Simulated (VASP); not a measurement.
The system is Ga4SbAs.

```
Ga Sb As
1.0
     5.83911    0.00000    0.00000
    -2.91955    5.05682    0.00000
     0.00000    0.00000    4.52896
Ga Sb As
4 1 1
Direct
  0.66667 0.33333 0.00000
  0.50301 0.00603 0.50000
  0.99397 0.49699 0.50000
  0.50301 0.49699 0.50000
  0.33333 0.66667 0.00000
  0.00000 0.00000 0.00000
```

The cell was built from a structure type or drawn by symmetry, and may not be a known phase.

- Program: VASP 6.6.1
- Task: relaxation of cell and atoms
- Functional: PBE
- Potentials or basis: VASP PAW PBE potentials, release 64 (Ga_d, Sb, As)
- Cutoff: 600 eV
- k mesh: 3 × 3 × 4
- Occupations: gaussian, width 0.1 eV
- Spin: no spin polarisation

At the start: pressure 0.5 GPa; volume 22.29 Å³/atom.

Task: How do energy, volume and symmetry change on relaxing?

Result: Over 5 steps the energy falls by 11.5 meV/atom and the volume is 22.49 Å³/atom (+0.9 %); space group P-6m2 (No. 187, to 0.1 Å) before and after.

Step by step:
| step | energy change (eV) | largest force (eV/Å) | pressure (GPa) | volume (Å³) |
| --- | --- | --- | --- | --- |
| 1 | 0.0000 | 0.6518 | 0.53 | 133.73 |
| 2 | -0.0490 | 0.3267 | -0.06 | 135.16 |
| 3 | -0.0635 | 0.0471 | -0.45 | 136.44 |
| 4 | -0.0636 | 0.0332 | -0.54 | 136.51 |
| 5 | -0.0687 | 0.0263 | 0.07 | 134.96 |

Final structure:
```
CELL_PARAMETERS angstrom
5.88265 0.00000 0.00000
-2.94133 5.09453 0.00000
0.00000 0.00000 4.50315
ATOMIC_POSITIONS crystal
Ga 0.66667 0.33333 0.00000
Ga 0.50969 0.01938 0.50000
Ga 0.98062 0.49031 0.50000
Ga 0.50969 0.49031 0.50000
Sb 0.33333 0.66667 0.00000
As 0.00000 0.00000 0.00000
```

Caveat: the k points lie up to 0.41 Å⁻¹ apart in the final cell, too coarse for converged energies and pressures of a metal.
